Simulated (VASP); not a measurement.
# LiF in VASP: further runs

LiF is run at these levels: HSE06, PBE, r2SCAN; tasks: single point.

Program: VASP 6.6.1. These are calculated values, not measurements. Logs are shortened: lines on timing, memory, paths and dates and some standing lists are left out, and cuts for length are marked.

## 1. The cell of the first run

The structure is trigonal, space group R-3m (No. 166). The conventional cell has a = 2.733 Å, b = 2.733 Å, c = 6.996 Å, α = 90.00°, β = 90.00°, γ = 120.00°. Li (site symmetry -3m) has 6 F at 1.96 Å within 2.6 Å. F (site symmetry -3m) has 6 Li at 1.96 Å within 2.6 Å.

## 2. Single point, HSE06 (epitaxial 111 strain -3.1%)

Input file POSCAR:

```
LiF
1.0
    0.0577522106      1.9905834401      1.9905834401
    1.9905834401      0.0577522106      1.9905834401
    1.9905834401      1.9905834401      0.0577522106
Li F
1 1
Direct
    0.0000000000      0.0000000000      0.0000000000
    0.5000000000      0.5000000000      0.5000000000
```

Input file INCAR.step1:

```
SYSTEM = LiF
PREC     = Accurate       ! precision mode
ENCUT    = 520            ! plane-wave cutoff, eV
EDIFF    = 1E-5           ! SCF threshold, eV
ISMEAR   = 0              ! smearing method
SIGMA    = 0.01           ! smearing width, eV
LREAL    = .False.        ! projectors in reciprocal space
LASPH    = .True.         ! aspherical terms in the spheres
NELM     = 100            ! most SCF steps
ALGO     = Normal         ! electronic algorithm
ISIF     = 2              ! what is computed and relaxed
LWAVE    = .True.         ! write WAVECAR
LCHARG   = .False.        ! write CHGCAR
NBANDS   = 12             ! bands
GGA      = PE             ! functional
```

Input file INCAR.step2:

```
SYSTEM = LiF
PREC     = Accurate       ! precision mode
ENCUT    = 520            ! plane-wave cutoff, eV
EDIFF    = 1E-6           ! SCF threshold, eV
ISMEAR   = 0              ! smearing method
SIGMA    = 0.01           ! smearing width, eV
LREAL    = .False.        ! projectors in reciprocal space
LASPH    = .True.         ! aspherical terms in the spheres
NELM     = 100            ! most SCF steps
ALGO     = Normal         ! electronic algorithm
ISIF     = 2              ! what is computed and relaxed
LWAVE    = .False.        ! write WAVECAR
LCHARG   = .False.        ! write CHGCAR
GGA      = PE             ! functional
LHFCALC  = .True.         ! exact exchange
HFSCREEN = 0.2079         ! screening, 1/A
PRECFOCK = Normal       
NBANDS   = 12             ! bands
ISTART   = 1
```

Input file KPOINTS:

```
regular mesh
0
Gamma
  8 8 8
  0 0 0
```

Potentials or basis: VASP PAW PBE potentials, release 64 (Li_sv, F).

Launch:

```sh
cat potpaw_PBE.64/Li_sv/POTCAR potpaw_PBE.64/F/POTCAR > POTCAR
cp INCAR.step1 INCAR
mpirun -np 1 vasp_std > vasp.out
cp INCAR.step2 INCAR
mpirun -np 1 vasp_std > vasp.out
```

OUTCAR:

```text
SYSTEM = LiF
   PREC = Accurate
   ENCUT = 520
   EDIFF = 1E-6
   ISMEAR = 0
   LREAL = .False.
   LASPH = .True.
   NELM = 100
   ISIF = 2
   GGA = PE
   LHFCALC = .True.
   HFSCREEN = 0.2079
   PRECFOCK = Normal
   ISTART = 1

 ion  position               nearest neighbor table
   1  0.000  0.000  0.000-   2 1.96   2 1.96   2 1.96   2 1.96   2 1.96   2 1.96
   2  0.500  0.500  0.500-   1 1.96   1 1.96   1 1.96   1 1.96   1 1.96   1 1.96

  LATTYP: Found a trigonal (rhomboedric) cell.
 ALAT       =     2.8157024313
 COS(alpha) =     0.5287901541

  Lattice vectors:

 A1 = (   0.0577522106,   1.9905834401,   1.9905834401)
 A2 = (   1.9905834401,   0.0577522106,   1.9905834401)
 A3 = (   1.9905834401,   1.9905834401,   0.0577522106)

Analysis of symmetry for initial positions (statically):
=====================================================================
 Subroutine PRICEL returns:
 Original cell was already a primitive cell.

 Routine SETGRP: Setting up the symmetry group for a
 trigonal (rhombohedral) supercell.

 Subroutine GETGRP returns: Found 12 space group operations
 (whereof 12 operations were pure point group operations)
 out of a pool of 12 trial point group operations.

The static configuration has the point symmetry D_3d.

Analysis of symmetry for dynamics (positions and initial velocities):
=====================================================================
 Subroutine PRICEL returns:
 Original cell was already a primitive cell.

 Routine SETGRP: Setting up the symmetry group for a
 trigonal (rhombohedral) supercell.

 Subroutine GETGRP returns: Found 12 space group operations
 (whereof 12 operations were pure point group operations)
 out of a pool of 12 trial point group operations.

The dynamic configuration has the point symmetry D_3d.

 Subroutine INISYM returns: Found 12 space group operations
 (whereof 12 operations are pure point group operations),
 and found     1 'primitive' translations

----------------------------------------------------------------------------------------

                                     Primitive cell

  volume of cell :      15.0887

  direct lattice vectors                    reciprocal lattice vectors
     0.057752211  1.990583440  1.990583440    -0.262386832  0.254988914  0.254988914
     1.990583440  0.057752211  1.990583440     0.254988914 -0.262386832  0.254988914
     1.990583440  1.990583440  0.057752211     0.254988914  0.254988914 -0.262386832

  length of vectors
     2.815702431  2.815702431  2.815702431     0.445965853  0.445965853  0.445965853

  position of ions in fractional coordinates (direct lattice)
     0.000000000  0.000000000  0.000000000
     0.500000000  0.500000000  0.500000000

  ion indices of the primitive-cell ions
   primitive index   ion index
                 1           1
                 2           2

----------------------------------------------------------------------------------------

 KPOINTS: regular mesh

Automatic generation of k-mesh.
 Grid dimensions read from file:
 generate k-points for:    8    8    8

 Generating k-lattice:

  Cartesian coordinates                     Fractional coordinates (reciprocal lattice)
    -0.032798354  0.031873614  0.031873614     0.125000000  0.000000000  0.000000000
     0.031873614 -0.032798354  0.031873614     0.000000000  0.125000000  0.000000000
     0.031873614  0.031873614 -0.032798354     0.000000000  0.000000000  0.125000000

  Length of vectors
     0.055745732  0.055745732  0.055745732

  Shift w.r.t. Gamma in fractional coordinates (k-lattice)
     0.000000000  0.000000000  0.000000000

 Subroutine IBZKPT returns following result:
 ===========================================

 Found     65 irreducible k-points:

 Following reciprocal coordinates:
            Coordinates               Weight
  0.000000  0.000000  0.000000      1.000000
  0.125000  0.000000 -0.000000      6.000000
  0.250000  0.000000 -0.000000      6.000000
  0.375000 -0.000000 -0.000000      6.000000
  0.500000  0.000000 -0.000000      3.000000
  0.125000  0.125000 -0.000000      6.000000
[... 16 lines left out ...]
  0.250000  0.125000  0.125000      6.000000
  0.375000  0.125000  0.125000      6.000000
 [... further k-points ...]
   k-points           NKPTS =     65   k-points in BZ     NKDIM =    512   number of bands    NBANDS=     12
   number of dos      NEDOS =    301   number of ions     NIONS =      2
   total plane-waves  NPLWV =  13824
   dimension x,y,z NGX =    24 NGY =   24 NGZ =   24
   dimension x,y,z NGXF=    48 NGYF=   48 NGZF=   48
   ions per type =               1   1
   NGX,Y,Z   is equivalent  to a cutoff of  14.17, 14.17, 14.17 a.u.
   NGXF,Y,Z  is equivalent  to a cutoff of  28.34, 28.34, 28.34 a.u.
 SYSTEM =  LiF
   PREC   = accura    normal or accurate (medium, high low for compatibility)
   ISTART =      1    job   : 0-new  1-cont  2-samecut
   ICHARG =      0    charge: 1-file 2-atom 10-const
   ISPIN  =      1    spin polarized calculation?
   LNONCOLLINEAR =      F non collinear calculations
   LSORBIT =      F    spin-orbit coupling
   LASPH  =      T    aspherical Exc in radial PAW
   ENCUT  =  520.0 eV  38.22 Ry    6.18 a.u.   5.24  5.24  5.24*2*pi/ulx,y,z
   NELM   =    100;   NELMIN=  2; NELMDL=  0     # of ELM steps
   EDIFF  = 0.1E-05   stopping-criterion for ELM
   LREAL  =      F    real-space projection
   EDIFFG = 0.1E-04   stopping-criterion for IOM
   NSW    =      0    number of steps for IOM
   IBRION =     -1    ionic relax: 0-MD 1-quasi-New 2-CG
   NFREE  =      0    steps in history (QN), initial steepest desc. (CG)
   ISIF   =      2    stress and relaxation
   ISYM   =      3    0-nonsym 1-usesym 2-fastsym
   POTIM  = 0.5000    time-step for ionic-motion
   TEBEG  =    0.0;   TEEND  =   0.0 temperature during run
   PSTRESS=    0.0 pullay stress
   NELECT =      10.0000    total number of electrons
   NUPDOWN=      -1.0000    fix difference up-down
   EMIN   =  10.00;   EMAX   =-10.00  energy-range for DOS
   EFERMI =   0.00;   METHOD = LEGACY
   ISMEAR =     0;   SIGMA  =   0.01  broadening in eV -4-tet -1-fermi 0-gaus
   EFERMI_NEDOS =   21; number of points for ismear=-14 and -15
   IALGO  =     38    algorithm
   IMIX   =      1    mixing-type and parameters
     AMIX     =   0.40;   BMIX     =  1.00
     AMIX_MAG =   1.60;   BMIX_MAG =  1.00
  volume/ion in A,a.u.               =       7.54        50.91
  Fermi-wavevector in a.u.,A,eV,Ry     =   1.427328  2.697259 27.718681  2.037266
  Thomas-Fermi vector in A             =   2.547509
   LORBIT       =      0    0 simple, 1 ext, 2 COOP (PROOUT), +10 PAW based schemes
   GGA     = PE    functional components
   LHFCALC =     T    Hartree Fock is set to
   PRECFOCK=normal    Normal, Fast or Accurate (Low or Medium for compatibility)
   ENCUT4O =  -1.0   cutoff for four orbital integrals eV
   NKREDX  =     1    reduce k-point grid by
   NKREDY  =     1    reduce k-point grid by
   NKREDZ  =     1    reduce k-point grid by
   AEXX    =    0.2500 exact exchange contribution
   HFSCREEN=    0.2079 screening length (either q_TF or 0.3 A-1)
   HFSCREENC=   0.2079 screening length for correlation (either q_TF or 0.3 A-1)
   ENCUTFOCK=  -1.0 apply spherical cutoff to Coloumb kernel
   IVDW    =     0    specifies the selected vdW correction
   LEPSILON=     F    determine dielectric tensor
   LRPA    =     F    only Hartree local field effects (RPA)
 non-spin polarized calculation
 Gauss-broadening in eV      SIGMA  =   0.01
  energy-cutoff  :      520.00
  volume of cell :       15.09
 maximum number of plane-waves:       414
 NGX is ok and might be reduce to    24
  NGX = 16; NGY = 16; NGZ = 16

 number of electron      10.0000005 magnetization

 Free energy of the ion-electron system (eV)
  ---------------------------------------------------
  ext. energy  EPLUGINS =         0.00000000
  ---------------------------------------------------
  free energy    TOTEN  =       -11.35877442 eV

  energy without entropy =      -11.35877442  energy(sigma->0) =      -11.35877442

 E-fermi :  -2.0072     XC(G=0):  -8.4760

 val. band max:       -2.1445047721   @ k =   0.0000   0.0000   0.0000
 cond. band min:       9.9361149542   @ k =   0.0000   0.0000   0.0000
 fundamental gap:     12.0806197263
 Fermi energy:        -2.0071641808

 k-point     1 :       0.0000    0.0000    0.0000
  band No.  band energies     occupation
      1     -45.0504      2.00000
      2     -24.0505      2.00000
      3      -2.4177      2.00000
      4      -2.1445      2.00000
      5      -2.1445      2.00000
      6       9.9361      0.00000
      7      24.4370      0.00000
      8      25.0006      0.00000
      9      25.6504      0.00000
     10      25.6504      0.00000
     11      25.9752      0.00000
     12      25.9752      0.00000

 k-point     2 :       0.1250    0.0000   -0.0000
  band No.  band energies     occupation
      1     -45.0376      2.00000
      2     -23.9751      2.00000
      3      -2.6905      2.00000
      4      -2.4120      2.00000
      5      -2.1974      2.00000
      6      10.3813      0.00000
      7      21.7927      0.00000
      8      23.1894      0.00000
      9      23.7698      0.00000
     10      26.1432      0.00000
     11      27.0500      0.00000
     12      27.4845      0.00000

 k-point     3 :       0.2500    0.0000   -0.0000
  band No.  band energies     occupation
      1     -45.0066      2.00000
      2     -23.7848      2.00000
      3      -3.7772      2.00000
      4      -2.5119      2.00000
      5      -2.3214      2.00000
      6      11.1395      0.00000
      7      19.1304      0.00000
      8      21.2492      0.00000
      9      21.7551      0.00000
     10      27.9994      0.00000
     11      28.6656      0.00000
     12      29.5779      0.00000
[... 286 lines left out ...]
 k-point    23 :       0.2500    0.1250    0.1250
  band No.  band energies     occupation
      1     -45.0214      2.00000
      2     -23.8826      2.00000
      3      -3.2850      2.00000
      4      -2.6297      2.00000
      5      -2.1739      2.00000
      6      11.0303      0.00000
      7      19.4823      0.00000
      8      22.1369      0.00000
      9      22.8990      0.00000
     10      27.1825      0.00000
     11      27.7653      0.00000
     12      30.1080      0.00000

 k-point    24 :       0.3750    0.1250    0.1250
  band No.  band energies     occupation
      1     -44.9908      2.00000
      2     -23.6798      2.00000
      3      -4.0969      2.00000
      4      -3.0491      2.00000
      5      -2.3005      2.00000
      6      11.8116      0.00000
      7      17.8979      0.00000
      8      20.9470      0.00000
      9      21.2229      0.00000
     10      29.2272      0.00000
     11      29.3001      0.00000
     12      31.6194      0.00000

 [... further k-points ...]
[... 5 lines left out ...]
  --------------------------------------------------------------------------------------
  -------------------------------------------------------------------------------------
  Total        0.5318040      0.5318040      0.5318040     -0.2109666     -0.2109666     -0.2109666
  in kB       56.4688819     56.4688819     56.4688819    -22.4011982    -22.4011982    -22.4011982
  external PRESSURE =      56.4688819 kB  Pullay stress =       0.0000000 kB

 VOLUME and BASIS-vectors are now :
 -----------------------------------------------------------------------------
  energy-cutoff  :      520.00
  volume of cell :       15.09
      direct lattice vectors                 reciprocal lattice vectors
     0.057752211  1.990583440  1.990583440    -0.262386832  0.254988914  0.254988914
     1.990583440  0.057752211  1.990583440     0.254988914 -0.262386832  0.254988914
     1.990583440  1.990583440  0.057752211     0.254988914  0.254988914 -0.262386832

 POSITION                                       TOTAL-FORCE (eV/Angst)
 -----------------------------------------------------------------------------------
      0.00000      0.00000      0.00000        -0.000000      0.000000     -0.000000
      2.01946      2.01946      2.01946         0.000000      0.000000      0.000000
 -----------------------------------------------------------------------------------
    total drift:                                0.000000      0.000000      0.000000

  FREE ENERGIE OF THE ION-ELECTRON SYSTEM (eV)
  ---------------------------------------------------
  free  energy   TOTEN  =       -11.3587744196 eV

  energy  without entropy=      -11.3587744196  energy(sigma->0) =      -11.35877442
```

Wall time 27 min (1 thread of Intel Xeon Platinum 8259CL at 2.50GHz (Skylake/Cascade Lake), shared host); peak memory 0.25 GiB.

What came out:

| Item | Value |
| --- | --- |
| Free energy | -11.3588 eV |
| Band gap on the k mesh | 12.08 eV, direct |

Caveat: the cell differs from its parent crystal (epitaxial 111 strain -3.1%); the cutoff is under 1.25 times the usual one of these potentials, so pressure, stress and relaxed cells hold a basis-set (Pulay) error; the PAW data sets were made with another functional, which shifts forces and pressure a little.

## 3. Single point, PBE (strain +5.8%)

Input file INCAR:

```
SYSTEM = LiF
PREC = Accurate ; ENCUT = 520
EDIFF = 1E-6 ; ISMEAR = -1
SIGMA = 0.02 ; LREAL = .False.
LASPH = .True. ; NELM = 80
ALGO = Normal ; ISIF = 2
LWAVE = .False. ; LCHARG = .True.
GGA = PE ; LELF = .True.
LVHAR = .True. ; NBANDS = 12
```

Input file KPOINTS:

```
regular mesh
0
Gamma
  10 10 10
  0 0 0
```

Input file POSCAR:

```
LiF
1.0
    0.0000000000      2.1107737887      2.1107737887
    2.1107737887      0.0000000000      2.1107737887
    2.1107737887      2.1107737887      0.0000000000
Li F
1 1
Direct
    0.0000000000      0.0000000000      0.0000000000
    0.5000000000      0.5000000000      0.5000000000
```

Potentials or basis: VASP PAW PBE potentials, release 64 (Li_sv, F).

Launch:

```sh
cat potpaw_PBE.64/Li_sv/POTCAR potpaw_PBE.64/F/POTCAR > POTCAR
mpirun -np 1 vasp_std > vasp.out
```

Run time: 8.9 s. Hardware: 1 thread of Intel Xeon 8259CL, shared host; peak memory 0.13 GiB.

The run converged. Its results:

* Free energy: -9.6008 eV
* Band gap on the k mesh: 7.94 eV, direct

Levels at points of the mesh, in eV from the valence-band top:
```tsv
k point	band 1	band 2	band 3	band 4	band 5	band 6	band 7	band 8	band 9	band 10
(0.00, 0.00, 0.00)	-41.29	-19.62	0.00	0.00	0.00	7.94	22.15	22.15	22.15	22.95
(0.50, 0.00, 0.00)	-41.26	-19.29	-2.12	-0.18	-0.18	10.06	15.15	17.78	17.78	27.92
(0.50, 0.50, 0.00)	-41.25	-19.11	-2.45	-0.81	-0.81	13.55	15.79	15.82	18.63	18.63
```

Caveat: the cell differs from its parent crystal (strain +5.8%); the cutoff is under 1.25 times the usual one of these potentials, so pressure, stress and relaxed cells hold a basis-set (Pulay) error. A k mesh can miss the band edges.

(Part 1 of 2 ends here.)
